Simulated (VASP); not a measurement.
# GaBPd (P4/nmm) in VASP: single point with r2SCAN

Aim: the single point of GaBPd with r2SCAN.

Program: VASP 6.6.1. These are calculated values, not measurements. Logs are shortened: lines on timing, memory, paths and dates and some standing lists are left out, and cuts for length are marked.

## (1) The cell of the first run

The structure is tetragonal, space group P4/nmm (No. 129). The conventional cell has a = 3.005 Å, b = 3.005 Å, c = 7.576 Å, α = 90.00°, β = 90.00°, γ = 90.00°. Within 3.2 Å of Pd (site symmetry 4mm) lie 5 B at 2.39 Å and 5 Ga at 2.54 to 2.69 Å and 4 Pd at 3.00 Å. Ga (site symmetry 4mm) has 8 Ga at 2.49 to 3.00 Å and 1 B at 2.50 Å and 5 Pd at 2.54 to 2.69 Å within 3.3 Å. Within 3.2 Å of B (site symmetry 4mm) lie 5 Pd at 2.39 Å and 8 B at 2.48 to 3.00 Å and 1 Ga at 2.50 Å.

## (2) Single point, r2SCAN

Input file POSCAR:

```
GaBPd
1.0
    3.0047240000      0.0000000000      0.0000000000
    0.0000000000      3.0047240000      0.0000000000
    0.0000000000      0.0000000000      7.5762480000
Pd Ga B
2 2 2
Direct
    0.7500000000      0.7500000000      0.7306300000
    0.2500000000      0.2500000000      0.2693700000
    0.2500000000      0.2500000000      0.9146000000
    0.7500000000      0.7500000000      0.0854000000
    0.7500000000      0.7500000000      0.4152000000
    0.2500000000      0.2500000000      0.5848000000
```

Input file INCAR.step1:

```
SYSTEM = GaBPd
  PREC = Accurate
  ENCUT = 520
  ISMEAR = -1
  SIGMA = 0.1
  LREAL = .False.
  LASPH = .True.
  NELM = 60
  NBANDS = 35
  GGA = PE
  ALGO = Normal
  EDIFF = 1E-4
  LWAVE = .True.
  LCHARG = .False.
```

Input file INCAR.step2:

```
SYSTEM = GaBPd
  PREC = Accurate
  ENCUT = 520
  EDIFF = 1E-7
  ISMEAR = -1
  SIGMA = 0.1
  LREAL = .False.
  LASPH = .True.
  NELM = 60
  ALGO = Normal
  ISIF = 2
  LWAVE = .False.
  LCHARG = .False.
  METAGGA = R2SCAN
  LMIXTAU = .True.
  NBANDS = 35
  ISTART = 1
```

Input file KPOINTS:

```
regular mesh
0
Gamma
  11 11 5
  0 0 0
```

Potentials or basis: VASP PAW PBE potentials, release 64 (Pd, Ga_d, B).

On the command line:

```
cat potpaw_PBE.64/Pd/POTCAR potpaw_PBE.64/Ga_d/POTCAR potpaw_PBE.64/B/POTCAR > POTCAR
cp INCAR.step1 INCAR
mpirun -np 1 vasp_std > vasp.out
cp INCAR.step2 INCAR
mpirun -np 1 vasp_std > vasp.out
```

OUTCAR:

```text
SYSTEM = GaBPd
   PREC = Accurate
   ENCUT = 520
   EDIFF = 1E-7
   ISMEAR = -1
   LREAL = .False.
   LASPH = .True.
   NELM = 60
   ISIF = 2
   METAGGA = R2SCAN
   ISTART = 1

 ion  position               nearest neighbor table
   1  0.750  0.750  0.731-   5 2.39   6 2.39   6 2.39   6 2.39   6 2.39   3 2.54   3 2.54   3 2.54
                             3 2.54   4 2.69
   2  0.250  0.250  0.269-   6 2.39   5 2.39   5 2.39   5 2.39   5 2.39   4 2.54   4 2.54   4 2.54
                             4 2.54   3 2.69
   3  0.250  0.250  0.915-   4 2.49   4 2.49   4 2.49   4 2.49   6 2.50   1 2.54   1 2.54   1 2.54
                             1 2.54   2 2.69
   4  0.750  0.750  0.085-   3 2.49   3 2.49   3 2.49   3 2.49   5 2.50   2 2.54   2 2.54   2 2.54
                             2 2.54   1 2.69
   5  0.750  0.750  0.415-   1 2.39   2 2.39   2 2.39   2 2.39   2 2.39   4 2.50
   6  0.250  0.250  0.585-   2 2.39   1 2.39   1 2.39   1 2.39   1 2.39   3 2.50

  LATTYP: Found a simple tetragonal cell.
 ALAT       =     3.0047240000
 C/A-ratio  =     2.5214455637

  Lattice vectors:

 A1 = (   3.0047240000,   0.0000000000,   0.0000000000)
 A2 = (   0.0000000000,   3.0047240000,   0.0000000000)
 A3 = (   0.0000000000,   0.0000000000,   7.5762480000)

Analysis of symmetry for initial positions (statically):
=====================================================================
 Subroutine PRICEL returns:
 Original cell was already a primitive cell.

 Routine SETGRP: Setting up the symmetry group for a
 simple tetragonal supercell.

 Subroutine GETGRP returns: Found 16 space group operations
 (whereof  4 operations were pure point group operations)
 out of a pool of 16 trial point group operations.

The static configuration has the point symmetry C_2h.
 The point group associated with its full space group is D_4h.

Analysis of symmetry for dynamics (positions and initial velocities):
=====================================================================
 Subroutine PRICEL returns:
 Original cell was already a primitive cell.

 Routine SETGRP: Setting up the symmetry group for a
 simple tetragonal supercell.

 Subroutine GETGRP returns: Found 16 space group operations
 (whereof  4 operations were pure point group operations)
 out of a pool of 16 trial point group operations.

The dynamic configuration has the point symmetry C_2h.
 The point group associated with its full space group is D_4h.

 Subroutine INISYM returns: Found 16 space group operations
 (whereof  4 operations are pure point group operations),
 and found     1 'primitive' translations

----------------------------------------------------------------------------------------

                                     Primitive cell

  volume of cell :      68.4011

  direct lattice vectors                    reciprocal lattice vectors
     3.004724000  0.000000000  0.000000000     0.332809270  0.000000000  0.000000000
     0.000000000  3.004724000  0.000000000     0.000000000  0.332809270  0.000000000
     0.000000000  0.000000000  7.576248000     0.000000000  0.000000000  0.131991455

  length of vectors
     3.004724000  3.004724000  7.576248000     0.332809270  0.332809270  0.131991455

  position of ions in fractional coordinates (direct lattice)
     0.750000000  0.750000000  0.730630000
     0.250000000  0.250000000  0.269370000
     0.250000000  0.250000000  0.914600000
     0.750000000  0.750000000  0.085400000
     0.750000000  0.750000000  0.415200000
     0.250000000  0.250000000  0.584800000

  ion indices of the primitive-cell ions
   primitive index   ion index
                 1           1
                 2           2
                 3           3
                 4           4
                 5           5
                 6           6

----------------------------------------------------------------------------------------

 KPOINTS: regular mesh

Automatic generation of k-mesh.
 Grid dimensions read from file:
 generate k-points for:   11   11    5

 Generating k-lattice:

  Cartesian coordinates                     Fractional coordinates (reciprocal lattice)
     0.030255388  0.000000000  0.000000000     0.090909091  0.000000000  0.000000000
     0.000000000  0.030255388  0.000000000     0.000000000  0.090909091  0.000000000
     0.000000000  0.000000000  0.026398291     0.000000000  0.000000000  0.200000000

  Length of vectors
     0.030255388  0.030255388  0.026398291

  Shift w.r.t. Gamma in fractional coordinates (k-lattice)
     0.000000000  0.000000000  0.000000000

 Subroutine IBZKPT returns following result:
 ===========================================

 Found     63 irreducible k-points:

 Following reciprocal coordinates:
            Coordinates               Weight
  0.000000  0.000000  0.000000      1.000000
  0.090909  0.000000  0.000000      4.000000
  0.181818  0.000000  0.000000      4.000000
  0.272727  0.000000  0.000000      4.000000
  0.363636  0.000000  0.000000      4.000000
  0.454545  0.000000  0.000000      4.000000
[... 16 lines left out ...]
  0.090909  0.000000  0.200000      8.000000
  0.181818  0.000000  0.200000      8.000000
 [... further k-points ...]
   k-points           NKPTS =     63   k-points in BZ     NKDIM =     63   number of bands    NBANDS=     35
   number of dos      NEDOS =    301   number of ions     NIONS =      6
   total plane-waves  NPLWV =  32256
   dimension x,y,z NGX =    24 NGY =   24 NGZ =   56
   dimension x,y,z NGXF=    48 NGYF=   48 NGZF=  112
   ions per type =               2   2   2
   NGX,Y,Z   is equivalent  to a cutoff of  13.28, 13.28, 12.29 a.u.
   NGXF,Y,Z  is equivalent  to a cutoff of  26.56, 26.56, 24.58 a.u.
 SYSTEM =  GaBPd
   PREC   = accura    normal or accurate (medium, high low for compatibility)
   ISTART =      1    job   : 0-new  1-cont  2-samecut
   ICHARG =      0    charge: 1-file 2-atom 10-const
   ISPIN  =      1    spin polarized calculation?
   LNONCOLLINEAR =      F non collinear calculations
   LSORBIT =      F    spin-orbit coupling
   LASPH  =      T    aspherical Exc in radial PAW
   ENCUT  =  520.0 eV  38.22 Ry    6.18 a.u.   5.59  5.59 14.09*2*pi/ulx,y,z
   NELM   =     60;   NELMIN=  2; NELMDL=  0     # of ELM steps
   EDIFF  = 0.1E-06   stopping-criterion for ELM
   LREAL  =      F    real-space projection
   EDIFFG = 0.1E-05   stopping-criterion for IOM
   NSW    =      0    number of steps for IOM
   IBRION =     -1    ionic relax: 0-MD 1-quasi-New 2-CG
   NFREE  =      0    steps in history (QN), initial steepest desc. (CG)
   ISIF   =      2    stress and relaxation
   ISYM   =      2    0-nonsym 1-usesym 2-fastsym
   POTIM  = 0.5000    time-step for ionic-motion
   TEBEG  =    0.0;   TEEND  =   0.0 temperature during run
   PSTRESS=    0.0 pullay stress
   NELECT =      52.0000    total number of electrons
   NUPDOWN=      -1.0000    fix difference up-down
   EMIN   =  10.00;   EMAX   =-10.00  energy-range for DOS
   EFERMI =   0.00;   METHOD = LEGACY
   ISMEAR =    -1;   SIGMA  =   0.10  broadening in eV -4-tet -1-fermi 0-gaus
   EFERMI_NEDOS =   21; number of points for ismear=-14 and -15
   IALGO  =     38    algorithm
   IMIX   =      4    mixing-type and parameters
     AMIX     =   0.40;   BMIX     =  1.00
     AMIX_MAG =   1.60;   BMIX_MAG =  1.00
  volume/ion in A,a.u.               =      11.40        76.93
  Fermi-wavevector in a.u.,A,eV,Ry     =   1.494129  2.823495 30.373947  2.232422
  Thomas-Fermi vector in A             =   2.606441
   LORBIT       =      0    0 simple, 1 ext, 2 COOP (PROOUT), +10 PAW based schemes
   METAGGA = R2SCAN    functional components
   LHFCALC =     F    Hartree Fock is set to
   AEXX    =    0.0000 exact exchange contribution
   IVDW    =     0    specifies the selected vdW correction
   LEPSILON=     F    determine dielectric tensor
   LRPA    =     F    only Hartree local field effects (RPA)
 non-spin polarized calculation
  energy-cutoff  :      520.00
  volume of cell :       68.40
 maximum number of plane-waves:      1868
 NGX is ok and might be reduce to    24
   NGX = 11   NGY = 11   NGZ = 29

 number of electron      51.9999987 magnetization

 Free energy of the ion-electron system (eV)
  ---------------------------------------------------
  ext. energy  EPLUGINS =         0.00000000
  ---------------------------------------------------
  free energy    TOTEN  =       -80.53881489 eV

  energy without entropy =      -80.49123698  energy(sigma->0) =      -80.51502593

 E-fermi :  10.4818     XC(G=0): -14.3201

 val. band max:       10.4726287989   @ k =   0.0909   0.0000   0.2000
 cond. band min:      10.4998043361   @ k =   0.3636   0.2727   0.2000
 fundamental gap:      0.0271755371
 Fermi energy:        10.4817741916

 k-point     1 :       0.0000    0.0000    0.0000
  band No.  band energies     occupation
      1      -6.5222      2.00000
      2      -6.3649      2.00000
      3      -6.2563      2.00000
      4      -6.1695      2.00000
      5      -6.1695      2.00000
      6      -5.9612      2.00000
[... 27 lines left out ...]
     34      17.8096      0.00000
     35      18.2156      0.00000

 k-point     2 :       0.0909    0.0000    0.0000
  band No.  band energies     occupation
      1      -6.5064      2.00000
      2      -6.3556      2.00000
      3      -6.2720      2.00000
      4      -6.1841      2.00000
      5      -6.1621      2.00000
      6      -6.0101      2.00000
[... 27 lines left out ...]
     34      18.1340      0.00000
     35      19.7822      0.00000

 k-point     3 :       0.1818    0.0000    0.0000
  band No.  band energies     occupation
      1      -6.4785      2.00000
      2      -6.3138      2.00000
      3      -6.3091      2.00000
      4      -6.2234      2.00000
      5      -6.1368      2.00000
      6      -6.1124      2.00000
[... 27 lines left out ...]
     34      18.4868      0.00000
     35      18.6616      0.00000
[... 723 lines left out ...]
 k-point    23 :       0.0909    0.0000    0.2000
  band No.  band energies     occupation
      1      -6.5064      2.00000
      2      -6.3555      2.00000
      3      -6.2720      2.00000
      4      -6.1841      2.00000
      5      -6.1622      2.00000
      6      -6.0099      2.00000
[... 27 lines left out ...]
     34      18.1569      0.00000
     35      19.7915      0.00000

 k-point    24 :       0.1818    0.0000    0.2000
  band No.  band energies     occupation
      1      -6.4785      2.00000
      2      -6.3137      2.00000
      3      -6.3091      2.00000
      4      -6.2234      2.00000
      5      -6.1371      2.00000
      6      -6.1121      2.00000
[... 27 lines left out ...]
     34      18.1957      0.00000
     35      18.5499      0.00000

 [... further k-points ...]

------------------------ aborting loop because EDIFF is reached ----------------------------------------

  FORCE on cell =-STRESS in cart. coord.  units (eV):
  Direction    XX          YY          ZZ          XY          YZ          ZX
  --------------------------------------------------------------------------------------
  -------------------------------------------------------------------------------------
  Total        8.3829902      8.3829902      1.6670099      0.0000000      0.0000000      0.0000000
  in kB      196.3569085    196.3569085     39.0467961      0.0000000      0.0000000      0.0000000
  external PRESSURE =     143.9202043 kB  Pullay stress =       0.0000000 kB

 VOLUME and BASIS-vectors are now :
 -----------------------------------------------------------------------------
  energy-cutoff  :      520.00
  volume of cell :       68.40
      direct lattice vectors                 reciprocal lattice vectors
     3.004724000  0.000000000  0.000000000     0.332809270  0.000000000  0.000000000
     0.000000000  3.004724000  0.000000000     0.000000000  0.332809270  0.000000000
     0.000000000  0.000000000  7.576248000     0.000000000  0.000000000  0.131991455

 POSITION                                       TOTAL-FORCE (eV/Angst)
 -----------------------------------------------------------------------------------
      2.25354      2.25354      5.53543        -0.000000      0.000000     -2.232987
      0.75118      0.75118      2.04081         0.000000      0.000000      2.232987
      0.75118      0.75118      6.92924        -0.000000     -0.000000     -1.302474
      2.25354      2.25354      0.64701         0.000000     -0.000000      1.302474
      2.25354      2.25354      3.14566         0.000000      0.000000      0.803847
      0.75118      0.75118      4.43059         0.000000      0.000000     -0.803847
 -----------------------------------------------------------------------------------
    total drift:                                0.000000     -0.000000      0.000000

  FREE ENERGIE OF THE ION-ELECTRON SYSTEM (eV)
  ---------------------------------------------------
  free  energy   TOTEN  =       -80.5388148874 eV

  energy  without entropy=      -80.4912369775  energy(sigma->0) =      -80.51502593
```

Wall time 4.9 min (1 thread of Intel Xeon Platinum 8375C at 2.90GHz (Ice Lake), shared host); peak memory 0.27 GiB.

Results:

- Free energy: -80.5388 eV
- Pressure: 14.4 GPa
- Largest force: 2.233 eV/Å
- Band gap on the k mesh: zero (band 26 reaches 11.75 eV, above the bottom of band 27 at 9.24 eV)

Forces on the atoms (eV/Å):
```
Pd   0.000  0.000 -2.233
Pd   0.000  0.000  2.233
Ga   0.000  0.000 -1.302
Ga   0.000  0.000  1.302
B    0.000  0.000  0.804
B    0.000  0.000 -0.804
```

Levels at points of the mesh, in eV from the Fermi level:
```
           k point  band 23  band 24  band 25  band 26  band 27  band 28  band 29  band 30
(0.00, 0.00, 0.00)    -3.63    -2.51     0.46     0.46     0.84     4.21     4.44     4.44
```

Caveat: the PAW data sets were made with another functional, which shifts forces and pressure a little.
